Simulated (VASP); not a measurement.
# W8C8F in VASP: further runs, part 2 of 2

VASP 6.6.1.

## (3) Single point, PBE

The input, INCAR:

```
PREC     = Accurate       # precision mode
ENCUT    = 520            # plane-wave cutoff, eV
EDIFF    = 1E-6           # SCF threshold, eV
ISMEAR   = 0              # smearing method
SIGMA    = 0.1            # smearing width, eV
LREAL    = Auto         
LASPH    = True           # aspherical terms in the spheres
NELM     = 60             # most SCF steps
ALGO     = Normal         # electronic algorithm
ISIF     = 2              # what is computed and relaxed
LWAVE    = False          # write WAVECAR
LCHARG   = False          # write CHGCAR
GGA      = PE             # functional
NBANDS   = 90             # bands
```

The input, KPOINTS:

```
Automatic mesh
0
Gamma
  4 4 1
```

The input, POSCAR:

```
W8C8F
1.0
    5.6779000000      0.0000000000      0.0000000000
   -2.8389500000      4.9172060000      0.0000000000
    0.0000000000      0.0000000000     15.1826300000
W C F
8 8 1
Direct
    0.0000000000      0.0000000000      0.0658647000
   -0.0020627132     -0.0008757764      0.2563115107
    0.0000000000      0.5000000000      0.0658647000
   -0.0001806016      0.5001236822      0.2571361938
    0.5000000000      0.0000000000      0.0658647000
    0.5008105968     -0.0008464887      0.2562654494
    0.5000000000      0.5000000000      0.0658647000
    0.5007446825      0.5019806052      0.2563153511
    0.3332907782      0.1667033544      0.1557243578
    0.3333639473      0.1666723276      0.3416785535
    0.3329465374      0.6664367350      0.1540673174
    0.3372775214      0.6688722247      0.3327461049
    0.8334317026      0.1669723013      0.1540642476
    0.8312356201      0.1627513279      0.3327840081
    0.8334067167      0.6664805179      0.1540913933
    0.8312350425      0.6687974154      0.3327900024
    0.3341604981      0.1665328907      0.4292550636
```

Potentials or basis: VASP PAW PBE potentials, release 64 (W_sv, C, F).

The run is started by

```sh
> cat potpaw_PBE.64/W_sv/POTCAR potpaw_PBE.64/C/POTCAR potpaw_PBE.64/F/POTCAR > POTCAR
> mpirun -np 1 vasp_std > vasp.out
```

OUTCAR:

```text
PREC = Accurate
   ENCUT = 520
   EDIFF = 1E-6
   ISMEAR = 0
   LREAL = Auto
   LASPH = True
   NELM = 60
   ISIF = 2
   GGA = PE

 ion  position               nearest neighbor table
   1  0.000  0.000  0.066-  13 2.12  15 2.12   9 2.13   5 2.84   5 2.84   3 2.84   3 2.84   7 2.84
                             7 2.84   2 2.89
   2  0.998  0.999  0.256-  14 2.00  16 2.00  10 2.10   9 2.25  13 2.25  15 2.25   6 2.82   8 2.82
                             4 2.84   4 2.84   8 2.86   6 2.86   1 2.89
   3  0.000  0.500  0.066-  11 2.12  13 2.12  15 2.12   7 2.84   7 2.84   5 2.84   1 2.84   1 2.84
                             5 2.84   4 2.90
   4  1.000  0.500  0.257-  16 2.02  14 2.02  12 2.02  15 2.26  11 2.27  13 2.27   2 2.84   6 2.84
                             8 2.84   8 2.84   6 2.84   2 2.84   3 2.90
   5  0.500  0.000  0.066-  13 2.12  11 2.12   9 2.13   1 2.84   1 2.84   3 2.84   7 2.84   7 2.84
                             3 2.84   6 2.89
   6  0.501  0.999  0.256-  12 2.00  14 2.00  10 2.10   9 2.25  13 2.25  11 2.25   8 2.82   2 2.82
                             4 2.84   4 2.84   2 2.86   8 2.86   5 2.89
   7  0.500  0.500  0.066-  15 2.12  11 2.12   9 2.13   3 2.84   3 2.84   1 2.84   5 2.84   5 2.84
                             1 2.84   8 2.89
   8  0.501  0.502  0.256-  12 2.00  16 2.00  10 2.10   9 2.25  11 2.25  15 2.25   6 2.82   2 2.82
[... 1114 lines left out ...]
     86       3.6796      0.00000
     87       3.7503      0.00000
 [bands above 87 left out]

------------------------ aborting loop because EDIFF is reached ----------------------------------------

  FORCE on cell =-STRESS in cart. coord.  units (eV):
  Direction    XX          YY          ZZ          XY          YZ          ZX
  --------------------------------------------------------------------------------------
  -------------------------------------------------------------------------------------
  Total       24.7927982     24.7820022      1.4014272     -0.0200818     -0.0143597      0.0005750
  in kB       93.7093613     93.6685555      5.2969756     -0.0759032     -0.0542755      0.0021731
  external PRESSURE =      64.2249641 kB  Pullay stress =       0.0000000 kB

 VOLUME and BASIS-vectors are now :
 -----------------------------------------------------------------------------
  energy-cutoff  :      520.00
  volume of cell :      423.89
      direct lattice vectors                 reciprocal lattice vectors
     5.677900000  0.000000000  0.000000000     0.176121453  0.101683761  0.000000000
    -2.838950000  4.917206000  0.000000000     0.000000000  0.203367522  0.000000000
     0.000000000  0.000000000 15.182630000     0.000000000  0.000000000  0.065864741

 POSITION                                       TOTAL-FORCE (eV/Angst)
 -----------------------------------------------------------------------------------
      0.00000      0.00000      1.00000         0.076747      0.045681     -0.026458
      2.82972      4.91290      3.89148         0.028416      0.015871     -0.018175
     -1.41948      2.45860      1.00000        -0.005355      0.000687     -0.134757
      4.25705      2.45921      3.90400         0.012649     -0.010468     -0.035494
      2.83895      0.00000      1.00000        -0.084257      0.046119     -0.030851
      0.00701      4.91304      3.89078        -0.002569      0.008652     -0.021860
[... 9 lines left out ...]
      2.82099      3.28861      5.05263        -0.010285     -0.000896      0.093244
      1.42455      0.81888      6.51722        -0.012404      0.001534      0.404231
 -----------------------------------------------------------------------------------
    total drift:                                0.004656     -0.004806      0.005615

  FREE ENERGIE OF THE ION-ELECTRON SYSTEM (eV)
  ---------------------------------------------------
  free  energy   TOTEN  =      -166.6829845162 eV

  energy  without entropy=     -166.6325717908  energy(sigma->0) =     -166.65777815
```

OSZICAR:

```text
N       E                     dE             d eps       ncg     rms          rms(c)
DAV:   1     0.185828784620E+04    0.18583E+04   -0.88593E+04  2112   0.163E+03
DAV:   2    -0.643146734087E+02   -0.19226E+04   -0.18835E+04  2068   0.499E+02
DAV:   3    -0.186512769003E+03   -0.12220E+03   -0.11890E+03  2200   0.124E+02
[... 21 lines left out ...]
DAV:  25    -0.166682960887E+03   -0.11285E-04   -0.57686E-07  1288   0.467E-03    0.188E-03
DAV:  26    -0.166682981181E+03   -0.20294E-04   -0.16403E-06  1392   0.366E-03    0.105E-03
DAV:  27    -0.166682983119E+03   -0.19381E-05   -0.14917E-07  1272   0.140E-03    0.740E-04
DAV:  28    -0.166682984189E+03   -0.10696E-05   -0.16610E-07  1128   0.161E-03    0.434E-04
DAV:  29    -0.166682984516E+03   -0.32731E-06   -0.66064E-08  1144   0.885E-04
   1 F= -.16668298E+03 E0= -.16665778E+03  d E =-.504127E-01
```

stdout:

```text
POSCAR found type information on POSCAR W C F
 POSCAR found :  3 types and      17 ions
 scaLAPACK will be used
 LDA part: xc-table for (Slater+PW92), standard interpolation
 POSCAR, INCAR and KPOINTS ok, starting setup
 FFT: planning ... GRIDC
 FFT: planning ... GRID_SOFT
 FFT: planning ... GRID
 WAVECAR not read
 entering main loop
```

It took 16 min on 1 thread of Oxide Virtual Turin-like, shared host; peak memory 0.58 GiB.

Results:

```yaml
Free_energy: -166.6830 eV
Largest_force: 0.404 eV/Å
Band_gap_on_the_k_mesh: zero (an odd number of electrons rules out a gap without spin polarisation)
```

Forces on the atoms (eV/Å):
```
W    0.077  0.046 -0.026
W    0.028  0.016 -0.018
W   -0.005  0.001 -0.135
W    0.013 -0.010 -0.035
W   -0.084  0.046 -0.031
W   -0.003  0.009 -0.022
W   -0.003 -0.092 -0.028
W    0.016 -0.024 -0.024
C   -0.002 -0.002  0.000
C   -0.002  0.003 -0.351
C   -0.009  0.005 -0.003
C    0.002 -0.001  0.099
C   -0.001  0.007 -0.003
C   -0.006 -0.005  0.086
C    0.002  0.002 -0.007
C   -0.010 -0.001  0.093
F   -0.012  0.002  0.404
```

Levels at points of the mesh, in eV from the Fermi level:
```
           k point  band 73  band 74  band 75  band 76  band 77  band 78  band 79  band 80
(0.00, 0.00, 0.00)     0.53     0.53     0.64     0.64     0.65     1.02     1.49     1.49
(0.50, 0.00, 0.00)    -1.09    -0.83    -0.47    -0.35    -0.02     0.74     1.32     1.49
(0.00, 0.50, 0.00)    -1.09    -0.83    -0.47    -0.35    -0.02     0.73     1.32     1.49
(0.50, 0.50, 0.00)    -1.10    -0.83    -0.47    -0.35    -0.02     0.73     1.33     1.49
```

Caveat: spin-orbit coupling is left out, which moves the levels of the heavy elements; an odd number of electrons without spin polarisation forces a metal; a magnetic or distorted state may lie lower.

## (4) Single point, PBE

The input, INCAR:

```
PREC = Accurate ; ENCUT = 520
EDIFF = 1E-6 ; ISMEAR = 0
SIGMA = 0.1 ; LREAL = Auto
LASPH = T ; NELM = 80
ALGO = Normal ; ISIF = 2
LWAVE = F ; LCHARG = F
GGA = PE ; NBANDS = 90
```

KPOINTS is that of step 3.

The input, POSCAR:

```
W8C8F
1.0
    5.6779000000      0.0000000000      0.0000000000
   -2.8389500000      4.9172060000      0.0000000000
    0.0000000000      0.0000000000     15.1826300000
W C F
8 8 1
Direct
    0.0000000000      0.0000000000      0.0658646756
   -0.0020627468     -0.0008757006      0.2563115218
    0.0000000000      0.5000000000      0.0658646756
   -0.0001806955      0.5001236475      0.2571362142
    0.5000000000      0.0000000000      0.0658646756
    0.5008106991     -0.0008464156      0.2562654823
    0.5000000000      0.5000000000      0.0658646756
    0.5007446087      0.5019805963      0.2563153419
    0.3332907662      0.1667034084      0.1557243376
    0.3333639738      0.1666722932      0.3416785498
    0.3329466414      0.6664367936      0.1540673124
    0.3372774272      0.6688721197      0.3327461053
    0.8334317086      0.1669722603      0.1540642827
    0.8312356671      0.1627513673      0.3327839775
    0.8334066936      0.6664805176      0.1540914189
    0.8312350722      0.6687974838      0.3327899712
    0.3341604857      0.1665329864      0.4292550764
```

Potentials or basis: VASP PAW PBE potentials, release 64 (W_sv, C, F).

The run is started by

```sh
> cat potpaw_PBE.64/W_sv/POTCAR potpaw_PBE.64/C/POTCAR potpaw_PBE.64/F/POTCAR > POTCAR
> mpirun -np 1 vasp_std > vasp.out
```

OUTCAR:

```text
PREC = Accurate
   ENCUT = 520
   EDIFF = 1E-6
   ISMEAR = 0
   LREAL = Auto
   LASPH = T
   NELM = 80
   ISIF = 2
   GGA = PE

 ion  position               nearest neighbor table
   1  0.000  0.000  0.066-  13 2.12  15 2.12   9 2.13   5 2.84   5 2.84   3 2.84   3 2.84   7 2.84
                             7 2.84   2 2.89
   2  0.998  0.999  0.256-  14 2.00  16 2.00  10 2.10   9 2.25  13 2.25  15 2.25   6 2.82   8 2.82
                             4 2.84   4 2.84   8 2.86   6 2.86   1 2.89
   3  0.000  0.500  0.066-  11 2.12  13 2.12  15 2.12   7 2.84   7 2.84   5 2.84   1 2.84   1 2.84
                             5 2.84   4 2.90
   4  1.000  0.500  0.257-  16 2.02  14 2.02  12 2.02  15 2.26  11 2.27  13 2.27   2 2.84   6 2.84
                             8 2.84   8 2.84   6 2.84   2 2.84   3 2.90
   5  0.500  0.000  0.066-  13 2.12  11 2.12   9 2.13   1 2.84   1 2.84   3 2.84   7 2.84   7 2.84
                             3 2.84   6 2.89
   6  0.501  0.999  0.256-  12 2.00  14 2.00  10 2.10   9 2.25  13 2.25  11 2.25   8 2.82   2 2.82
                             4 2.84   4 2.84   2 2.86   8 2.86   5 2.89
   7  0.500  0.500  0.066-  15 2.12  11 2.12   9 2.13   3 2.84   3 2.84   1 2.84   5 2.84   5 2.84
                             1 2.84   8 2.89
[... 222 lines left out ...]
      3     -72.6467      2.00000
      4     -72.6465      2.00000
      5     -72.6369      2.00000
      6     -72.5327      2.00000
[... 889 lines left out ...]
     86       3.6796      0.00000
     87       3.7503      0.00000
 [bands above 87 left out]

------------------------ aborting loop because EDIFF is reached ----------------------------------------

  FORCE on cell =-STRESS in cart. coord.  units (eV):
  Direction    XX          YY          ZZ          XY          YZ          ZX
  --------------------------------------------------------------------------------------
  -------------------------------------------------------------------------------------
  Total       24.7928053     24.7820090      1.4013757     -0.0200896     -0.0143598      0.0005694
  in kB       93.7093878     93.6685812      5.2967810     -0.0759327     -0.0542756      0.0021521
  external PRESSURE =      64.2249167 kB  Pullay stress =       0.0000000 kB

 VOLUME and BASIS-vectors are now :
 -----------------------------------------------------------------------------
  energy-cutoff  :      520.00
  volume of cell :      423.89
      direct lattice vectors                 reciprocal lattice vectors
     5.677900000  0.000000000  0.000000000     0.176121453  0.101683761  0.000000000
    -2.838950000  4.917206000  0.000000000     0.000000000  0.203367522  0.000000000
     0.000000000  0.000000000 15.182630000     0.000000000  0.000000000  0.065864741

 POSITION                                       TOTAL-FORCE (eV/Angst)
 -----------------------------------------------------------------------------------
      0.00000      0.00000      1.00000         0.076745      0.045680     -0.026446
      2.82972      4.91290      3.89148         0.028438      0.015860     -0.018191
     -1.41948      2.45860      1.00000        -0.005356      0.000688     -0.134741
      4.25705      2.45921      3.90400         0.012661     -0.010448     -0.035515
      2.83895      0.00000      1.00000        -0.084255      0.046120     -0.030838
      0.00701      4.91304      3.89078        -0.002593      0.008633     -0.021878
[... 9 lines left out ...]
      2.82099      3.28862      5.05263        -0.010291     -0.000899      0.093253
      1.42455      0.81888      6.51722        -0.012404      0.001534      0.404223
 -----------------------------------------------------------------------------------
    total drift:                                0.004656     -0.004805      0.005614

  FREE ENERGIE OF THE ION-ELECTRON SYSTEM (eV)
  ---------------------------------------------------
  free  energy   TOTEN  =      -166.6829845711 eV

  energy  without entropy=     -166.6325718254  energy(sigma->0) =     -166.65777820
```

OSZICAR:

```text
N       E                     dE             d eps       ncg     rms          rms(c)
DAV:   1     0.185828781412E+04    0.18583E+04   -0.88593E+04  2112   0.163E+03
DAV:   2    -0.643146682093E+02   -0.19226E+04   -0.18835E+04  2068   0.499E+02
DAV:   3    -0.186512773876E+03   -0.12220E+03   -0.11890E+03  2200   0.124E+02
[... 21 lines left out ...]
DAV:  25    -0.166682960942E+03   -0.11286E-04   -0.57686E-07  1288   0.467E-03    0.188E-03
DAV:  26    -0.166682981236E+03   -0.20294E-04   -0.16403E-06  1392   0.366E-03    0.105E-03
DAV:  27    -0.166682983174E+03   -0.19374E-05   -0.14918E-07  1272   0.140E-03    0.740E-04
DAV:  28    -0.166682984244E+03   -0.10703E-05   -0.16607E-07  1128   0.161E-03    0.434E-04
DAV:  29    -0.166682984571E+03   -0.32722E-06   -0.66152E-08  1144   0.884E-04
   1 F= -.16668298E+03 E0= -.16665778E+03  d E =-.504127E-01
```

Run time: 20 min. Hardware: 1 thread of Oxide Virtual Turin-like, shared host; peak memory 0.59 GiB.

What came out:

```yaml
Free_energy: -166.6830 eV
Largest_force: 0.404 eV/Å
Band_gap_on_the_k_mesh: zero (an odd number of electrons rules out a gap without spin polarisation)
```

Forces on the atoms (eV/Å):
```
W    0.077  0.046 -0.026
W    0.028  0.016 -0.018
W   -0.005  0.001 -0.135
W    0.013 -0.010 -0.036
W   -0.084  0.046 -0.031
W   -0.003  0.009 -0.022
W   -0.003 -0.092 -0.028
W    0.016 -0.024 -0.024
C   -0.002 -0.002  0.000
C   -0.002  0.003 -0.351
C   -0.009  0.005 -0.003
C    0.002 -0.001  0.099
C   -0.001  0.007 -0.003
C   -0.006 -0.005  0.086
C    0.002  0.002 -0.007
C   -0.010 -0.001  0.093
F   -0.012  0.002  0.404
```

Caveat: spin-orbit coupling is left out, which moves the levels of the heavy elements; an odd number of electrons without spin polarisation forces a metal; a magnetic or distorted state may lie lower.
